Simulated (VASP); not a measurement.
# MoP in VASP: relaxation of the atoms with PBEsol

Aim: the relaxation of the atoms of MoP with PBEsol.

Everything below comes from runs of VASP 6.6.1. Logs are shortened: lines on timing, memory, paths and dates and some standing lists are left out, and cuts for length are marked.

## (1) The cell of the first run

The cell holds a slab with vacuum, 8 atoms: a = 3.206 Å, b = 3.206 Å, c = 26.109 Å, α = 90.00°, β = 90.00°, γ = 120.00°.

## (2) Relaxation of the atoms, PBEsol

Input file INCAR:

```
SYSTEM = MoP
  PREC = Accurate
  ENCUT = 520
  EDIFF = 1E-7
  ISMEAR = 0
  SIGMA = 0.1
  LREAL = .False.
  LASPH = .True.
  NELM = 100
  ALGO = Normal
  ISIF = 2
  LWAVE = .False.
  LCHARG = .False.
  LDIPOL = .True.
  IDIPOL = 3
  DIPOL = 0.5 0.5 0.500
  GGA = PS
  IBRION = 2
  NSW = 80
  EDIFFG = -0.02
  KPAR = 4
```

Input file KPOINTS:

```
Automatic mesh
0
Gamma
  12 12 1
  0 0 0
```

Input file POSCAR:

```
MoP
1.0
    3.2062346801      0.0000000000      0.0000000000
   -1.6031173401      2.7766806835      0.0000000000
    0.0000000000      0.0000000000     26.1094728379
P Mo
4 4
Direct
    0.3333333333      0.6666666667      0.2872520654
    0.3333333333      0.6666666667      0.4088223138
    0.3333333333      0.6666666667      0.5303925621
    0.3333333333      0.6666666667      0.6519628104
    0.0000000000      0.0000000000      0.3480371896
    0.0000000000      0.0000000000      0.4696074379
    0.0000000000      0.0000000000      0.5911776862
    0.0000000000      0.0000000000      0.7127479346
```

Potentials or basis: VASP PAW PBE potentials, release 64 (P, Mo_sv).

On the command line:

```sh
cat potpaw_PBE.64/P/POTCAR potpaw_PBE.64/Mo_sv/POTCAR > POTCAR
mpirun -np 4 vasp_std > vasp.out
```

OUTCAR:

```text
SYSTEM = MoP
   PREC = Accurate
   ENCUT = 520
   EDIFF = 1E-7
   ISMEAR = 0
   LREAL = .False.
   LASPH = .True.
   NELM = 100
   ISIF = 2
   GGA = PS
   IBRION = 2
   NSW = 80
   EDIFFG = -0.02

 ion  position               nearest neighbor table
   1  0.333  0.667  0.287-   5 2.44   5 2.44   5 2.44
   2  0.333  0.667  0.409-   6 2.44   6 2.44   6 2.44   5 2.44   5 2.44   5 2.44
   3  0.333  0.667  0.530-   7 2.44   7 2.44   7 2.44   6 2.44   6 2.44   6 2.44
   4  0.333  0.667  0.652-   7 2.44   8 2.44   7 2.44   8 2.44   7 2.44   8 2.44
   5  0.000  0.000  0.348-   1 2.44   2 2.44   1 2.44   2 2.44   1 2.44   2 2.44   6 3.17
   6  0.000  0.000  0.470-   2 2.44   2 2.44   2 2.44   3 2.44   3 2.44   3 2.44   7 3.17   5 3.17

   7  0.000  0.000  0.591-   3 2.44   3 2.44   3 2.44   4 2.44   4 2.44   4 2.44   6 3.17   8 3.17

   8  0.000  0.000  0.713-   4 2.44   4 2.44   4 2.44   7 3.17

  LATTYP: Found a hexagonal cell.
 ALAT       =     3.2062346801
 C/A-ratio  =     8.1433442786

  Lattice vectors:

 A1 = (   3.2062346801,   0.0000000000,   0.0000000000)
 A2 = (  -1.6031173401,   2.7766806835,   0.0000000000)
 A3 = (   0.0000000000,   0.0000000000,  26.1094728379)

Analysis of symmetry for initial positions (statically):
=====================================================================
 Subroutine PRICEL returns:
 Original cell was already a primitive cell.

 Routine SETGRP: Setting up the symmetry group for a
 hexagonal supercell.

 Subroutine GETGRP returns: Found  6 space group operations
 (whereof  6 operations were pure point group operations)
 out of a pool of 24 trial point group operations.

The static configuration has the point symmetry C_3v.

Analysis of symmetry for dynamics (positions and initial velocities):
=====================================================================
 Subroutine PRICEL returns:
 Original cell was already a primitive cell.

 Routine SETGRP: Setting up the symmetry group for a
 hexagonal supercell.

 Subroutine GETGRP returns: Found  6 space group operations
 (whereof  6 operations were pure point group operations)
 out of a pool of 24 trial point group operations.

The dynamic configuration has the point symmetry C_3v.

 Subroutine INISYM returns: Found  6 space group operations
 (whereof  6 operations are pure point group operations),
 and found     1 'primitive' translations

----------------------------------------------------------------------------------------

                                     Primitive cell

  volume of cell :     232.4445

  direct lattice vectors                    reciprocal lattice vectors
     3.206234680  0.000000000  0.000000000     0.311892328  0.180071120  0.000000000
    -1.603117340  2.776680683  0.000000000     0.000000000  0.360142240  0.000000000
     0.000000000  0.000000000 26.109472838     0.000000000  0.000000000  0.038300275

  length of vectors
     3.206234680  3.206234680 26.109472838     0.360142240  0.360142240  0.038300275

  position of ions in fractional coordinates (direct lattice)
     0.333333333  0.666666667  0.287252065
     0.333333333  0.666666667  0.408822314
     0.333333333  0.666666667  0.530392562
     0.333333333  0.666666667  0.651962810
     0.000000000  0.000000000  0.348037190
     0.000000000  0.000000000  0.469607438
     0.000000000  0.000000000  0.591177686
     0.000000000  0.000000000  0.712747935

  ion indices of the primitive-cell ions
   primitive index   ion index
                 1           1
                 2           2
                 3           3
                 4           4
                 5           5
                 6           6
                 7           7
                 8           8

----------------------------------------------------------------------------------------

 KPOINTS: Automatic mesh

Automatic generation of k-mesh.
 Grid dimensions read from file:
 generate k-points for:   12   12    1

 Generating k-lattice:

  Cartesian coordinates                     Fractional coordinates (reciprocal lattice)
     0.025991027  0.015005927  0.000000000     0.083333333 -0.000000000  0.000000000
     0.000000000  0.030011853  0.000000000     0.000000000  0.083333333  0.000000000
     0.000000000  0.000000000  0.038300275     0.000000000  0.000000000  1.000000000

  Length of vectors
     0.030011853  0.030011853  0.038300275

  Shift w.r.t. Gamma in fractional coordinates (k-lattice)
     0.000000000  0.000000000  0.000000000

 Subroutine IBZKPT returns following result:
 ===========================================

 Found     19 irreducible k-points:

 Following reciprocal coordinates:
            Coordinates               Weight
  0.000000  0.000000  0.000000      1.000000
  0.083333  0.000000  0.000000      6.000000
  0.166667  0.000000  0.000000      6.000000
  0.250000  0.000000  0.000000      6.000000
  0.333333  0.000000  0.000000      6.000000
  0.416667  0.000000  0.000000      6.000000
[... 11 lines left out ...]
  0.333333  0.250000  0.000000     12.000000
  0.333333  0.333333  0.000000      2.000000
   k-points           NKPTS =     19   k-points in BZ     NKDIM =     19   number of bands    NBANDS=     45
   number of dos      NEDOS =    301   number of ions     NIONS =      8
   total plane-waves  NPLWV = 112896
   dimension x,y,z NGX =    24 NGY =   24 NGZ =  196
   dimension x,y,z NGXF=    48 NGYF=   48 NGZF=  392
   ions per type =               4   4
   NGX,Y,Z   is equivalent  to a cutoff of  12.44, 12.44, 12.48 a.u.
   NGXF,Y,Z  is equivalent  to a cutoff of  24.89, 24.89, 24.96 a.u.
 SYSTEM =  MoP
   PREC   = accura    normal or accurate (medium, high low for compatibility)
   ISTART =      0    job   : 0-new  1-cont  2-samecut
   ICHARG =      2    charge: 1-file 2-atom 10-const
   ISPIN  =      1    spin polarized calculation?
   LNONCOLLINEAR =      F non collinear calculations
   LSORBIT =      F    spin-orbit coupling
   LASPH  =      T    aspherical Exc in radial PAW
   ENCUT  =  520.0 eV  38.22 Ry    6.18 a.u.   5.96  5.96 48.55*2*pi/ulx,y,z
   NELM   =    100;   NELMIN=  2; NELMDL= -5     # of ELM steps
   EDIFF  = 0.1E-06   stopping-criterion for ELM
   LREAL  =      F    real-space projection
   EDIFFG = -.2E-01   stopping-criterion for IOM
   NSW    =     80    number of steps for IOM
   IBRION =      2    ionic relax: 0-MD 1-quasi-New 2-CG
   NFREE  =      1    steps in history (QN), initial steepest desc. (CG)
   ISIF   =      2    stress and relaxation
   ISYM   =      2    0-nonsym 1-usesym 2-fastsym
   POTIM  = 0.5000    time-step for ionic-motion
   TEBEG  =    0.0;   TEEND  =   0.0 temperature during run
   PSTRESS=    0.0 pullay stress
   NELECT =      76.0000    total number of electrons
   NUPDOWN=      -1.0000    fix difference up-down
   EMIN   =  10.00;   EMAX   =-10.00  energy-range for DOS
   EFERMI =   0.00;   METHOD = LEGACY
   ISMEAR =     0;   SIGMA  =   0.10  broadening in eV -4-tet -1-fermi 0-gaus
   EFERMI_NEDOS =   21; number of points for ismear=-14 and -15
   IALGO  =     38    algorithm
   IMIX   =      4    mixing-type and parameters
     AMIX     =   0.40;   BMIX     =  1.00
     AMIX_MAG =   1.60;   BMIX_MAG =  1.00
  volume/ion in A,a.u.               =      29.06       196.08
  Fermi-wavevector in a.u.,A,eV,Ry     =   1.127819  2.131270 17.306294  1.271977
  Thomas-Fermi vector in A             =   2.264507
   LORBIT       =      0    0 simple, 1 ext, 2 COOP (PROOUT), +10 PAW based schemes
   GGA     = PS    functional components
   LHFCALC =     F    Hartree Fock is set to
   AEXX    =    0.0000 exact exchange contribution
   IVDW    =     0    specifies the selected vdW correction
   LEPSILON=     F    determine dielectric tensor
   LRPA    =     F    only Hartree local field effects (RPA)
 conjugate gradient relaxation of ions
 non-spin polarized calculation
 Gauss-broadening in eV      SIGMA  =   0.10
  energy-cutoff  :      520.00
  volume of cell :      232.44
 maximum number of plane-waves:      6336
 NGX is ok and might be reduce to    24
   NGX = 11   NGY = 11   NGZ = 97

--------------------------------------- Ionic step        1  -------------------------------------------

 number of electron      75.9999994 magnetization

 Free energy of the ion-electron system (eV)
  ---------------------------------------------------
  ext. energy  EPLUGINS =         0.00000000
  ---------------------------------------------------
  free energy    TOTEN  =       -72.55517533 eV

  energy without entropy =      -72.52353179  energy(sigma->0) =      -72.53935356

------------------------ aborting loop because EDIFF is reached ----------------------------------------

  FORCE on cell =-STRESS in cart. coord.  units (eV):
  Direction    XX          YY          ZZ          XY          YZ          ZX
  --------------------------------------------------------------------------------------
  -------------------------------------------------------------------------------------
  Total       -4.9628710     -4.9628710     -1.9857115      0.0000000     -0.0000000      0.0000000
  in kB      -34.2077274    -34.2077274    -13.6869721      0.0000000     -0.0000000      0.0000000
  external PRESSURE =     -27.3674756 kB  Pullay stress =       0.0000000 kB
[... 23 lines left out ...]
  FREE ENERGIE OF THE ION-ELECTRON SYSTEM (eV)
  ---------------------------------------------------
  free  energy   TOTEN  =       -72.5551753273 eV

  energy  without entropy=      -72.5235317893  energy(sigma->0) =      -72.53935356

 dipolmoment           0.000000      0.000000      0.022816 electrons x Angstroem

--------------------------------------- Ionic step        2  -------------------------------------------

 number of electron      75.9999994 magnetization

------------------------ aborting loop because EDIFF is reached ----------------------------------------

  FORCE on cell =-STRESS in cart. coord.  units (eV):
  Direction    XX          YY          ZZ          XY          YZ          ZX
  --------------------------------------------------------------------------------------
  -------------------------------------------------------------------------------------
  Total       -3.7792941     -3.7792941      0.4220172      0.0000000      0.0000000      0.0000000
  in kB      -26.0496516    -26.0496516      2.9088501      0.0000000      0.0000000      0.0000000
  external PRESSURE =     -16.3968177 kB  Pullay stress =       0.0000000 kB
[... 279 lines left out ...]
  energy  without entropy=      -72.7504205931  energy(sigma->0) =      -72.76108504

--------------------------------------- Ionic step        9  -------------------------------------------

 number of electron      75.9999994 magnetization

 dipolmoment           0.000000      0.000000     -0.071518 electrons x Angstroem

 Free energy of the ion-electron system (eV)
  ---------------------------------------------------
  ext. energy  EPLUGINS =         0.00000000
  ---------------------------------------------------
  free energy    TOTEN  =       -72.77175889 eV

  energy without entropy =      -72.75040762  energy(sigma->0) =      -72.76108326

 E-fermi :   3.2380     XC(G=0):  -7.0289

 val. band max:        3.2316985703   @ k =   0.3333   0.0000   0.0000
 cond. band min:       3.2939697011   @ k =   0.3333   0.1667   0.0000
 fundamental gap:      0.0622711308
 Fermi energy:         3.2379950748

 k-point     1 :       0.0000    0.0000    0.0000
  band No.  band energies     occupation
      1     -57.8226      2.00000
      2     -57.7966      2.00000
      3     -57.5320      2.00000
      4     -57.5131      2.00000
      5     -32.2519      2.00000
      6     -32.1096      2.00000
[... 901 lines left out ...]
     44       5.0015      0.00000
     45       5.8601      0.00000

------------------------ aborting loop because EDIFF is reached ----------------------------------------

 vacuum level on the upper side and lower side of the slab       (xc-potential included)        -0.835         0.617

  FORCE on cell =-STRESS in cart. coord.  units (eV):
  Direction    XX          YY          ZZ          XY          YZ          ZX
  --------------------------------------------------------------------------------------
  -------------------------------------------------------------------------------------
  Total       -4.0863376     -4.0863376      0.1204569      0.0000000      0.0000000     -0.0000000
  in kB      -28.1660196    -28.1660196      0.8302767      0.0000000      0.0000000     -0.0000000
  external PRESSURE =     -18.5005875 kB  Pullay stress =       0.0000000 kB

 VOLUME and BASIS-vectors are now :
 -----------------------------------------------------------------------------
  energy-cutoff  :      520.00
  volume of cell :      232.44
      direct lattice vectors                 reciprocal lattice vectors
     3.206234680  0.000000000  0.000000000     0.311892328  0.180071120  0.000000000
    -1.603117340  2.776680683  0.000000000     0.000000000  0.360142240  0.000000000
     0.000000000  0.000000000 26.109472838     0.000000000  0.000000000  0.038300275
[... 14 lines left out ...]
  FREE ENERGIE OF THE ION-ELECTRON SYSTEM (eV)
  ---------------------------------------------------
  free  energy   TOTEN  =       -72.7717588945 eV

  energy  without entropy=      -72.7504076235  energy(sigma->0) =      -72.76108326

 reached required accuracy - stopping structural energy minimisation

 vacuum level on the upper side and lower side of the slab         7.327         8.811
```

Run time: 6.5 min. Hardware: 4 MPI ranks of Intel Xeon Platinum 8488C (Sapphire Rapids), shared host; peak memory 0.43 GiB.

Results:

```yaml
Free_energy: -72.7718 eV
Energy_gained_by_relaxing: 27.1 meV/atom
Ionic_steps: 9
Largest_force_after_relaxing: 0.017 eV/Å
Band_gap_on_the_k_mesh: zero (bands 38 and 39 overlap by 0.92 eV)
```

Forces on the atoms (eV/Å):
```
P    0.000  0.000 -0.012
P    0.000  0.000 -0.003
P    0.000  0.000 -0.005
P    0.000  0.000 -0.001
Mo   0.000  0.000  0.001
Mo   0.000  0.000 -0.006
Mo   0.000  0.000  0.017
Mo   0.000  0.000  0.010
```

Step by step:
| step | energy change (eV) | largest force (eV/Å) | pressure (GPa) |
| --- | --- | --- | --- |
| 1 | 0.0000 | 2.2164 | -2.74 |
| 2 | -0.2042 | 0.5140 | -1.64 |
| 3 | -0.2084 | 0.2949 | -1.82 |
| 4 | -0.2143 | 0.1305 | -1.79 |
| 5 | -0.2148 | 0.2061 | -1.77 |
| 6 | -0.2163 | 0.0535 | -1.81 |
| 7 | -0.2164 | 0.0533 | -1.81 |
| 8 | -0.2166 | 0.0206 | -1.84 |
| 9 | -0.2166 | 0.0170 | -1.85 |

Final structure:
```
P Mo
1.0
     3.20623    0.00000    0.00000
    -1.60312    2.77668    0.00000
     0.00000    0.00000   26.10947
P Mo
4 4
Direct
  0.33333 0.66667 0.28638
  0.33333 0.66667 0.40938
  0.33333 0.66667 0.53131
  0.33333 0.66667 0.65520
  0.00000 0.00000 0.34745
  0.00000 0.00000 0.46988
  0.00000 0.00000 0.59155
  0.00000 0.00000 0.70884
```

Caveat: the PAW data sets were made with another functional, which shifts forces and pressure a little.

The gap in the log of VASP goes by the Fermi energy; the results here count the filled bands.